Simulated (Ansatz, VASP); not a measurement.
## Ge in VASP and in Ansatz

```
Ge
1.0
     0.00000    2.81478    2.81478
     2.81478    0.00000    2.81478
     2.81478    2.81478    0.00000
Ge
2
Direct
  0.50000 0.50000 0.50000
  0.75000 0.75000 0.75000
```

Alike in both runs: task single point; functional LDA; k mesh 4 × 4 × 4; occupations fermi-dirac, width 0.05 eV; no spin polarisation.

```csv
,VASP,Ansatz
version,VASP 6.6.1,Ansatz 0.2.0
potentials or method,"VASP PAW LDA potentials, release 64 (Ge_d), cutoff 520 eV","plane waves (420 eV) with PAW, scalar-relativistic"
valence electrons in the cell,28,28
```

|  | VASP | Ansatz | Ansatz less VASP |
| --- | --- | --- | --- |
| pressure (GPa) | 0.6 | 0.6 | +0.05 |

Ansatz warns that its potentials were made for another functional, while VASP's fit it. LDA's correlation is that of Perdew and Zunger in VASP and of Perdew and Wang (1992) in Ansatz.

The k mesh is coarse, so the values compare programs but aren't converged.
